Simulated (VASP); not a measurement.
Here is a VASP 6.6.1 calculation.

Contents of INCAR:

```
PREC = Accurate ; ENCUT = 600
EDIFF = 1E-6 ; ISMEAR = -1
SIGMA = 0.05 ; LREAL = False
LASPH = True ; NELM = 80
ALGO = Normal ; ISIF = 3
LWAVE = False ; LCHARG = False
GGA = PE ; IBRION = 2
NSW = 60 ; EDIFFG = -0.01
```

File KPOINTS:

```
regular mesh
0
Gamma
  11 11 11
```

POSCAR

```
NbAs
1.0
   -1.7258500000      1.7258500000      5.8400000000
    1.7258500000     -1.7258500000      5.8400000000
    1.7258500000      1.7258500000     -5.8400000000
Nb As
2 2
Direct
    0.5000000000      0.0000000000      0.5000000000
    0.7500000000      0.7500000000      0.0000000000
    0.9160000000      0.4160000000      0.5000000000
    0.1660000000      0.1660000000      0.0000000000
```

Potentials or basis: VASP PAW PBE potentials, release 64 (Nb_sv, As).

Command:

```sh
$ cat potpaw_PBE.64/Nb_sv/POTCAR potpaw_PBE.64/As/POTCAR > POTCAR
$ mpirun -np 1 vasp_std > vasp.out
```

Question: Estimate the band gap on the k mesh.

Answer: 0.04 eV.

Question: What does it give for the relaxed cell?

Answer: a = 6.367 Å, b = 6.367 Å, c = 6.367 Å, α = 148.33°, β = 148.33°, γ = 45.40°.

Question: Predict the space group after relaxing (to 0.1 Å).

Answer: I4_1md (No. 109).

Question: Predict the relaxed volume.

Answer: 17.73 Å³/atom.

Forces in eV/Å, atoms in the order of the input:
```
Nb   0.000  0.000  0.005
Nb   0.000  0.000  0.005
As   0.000  0.000 -0.005
As   0.000  0.000 -0.005
```

A k mesh can miss the band edges. PBE usually gives volumes a little too large and moduli too small.
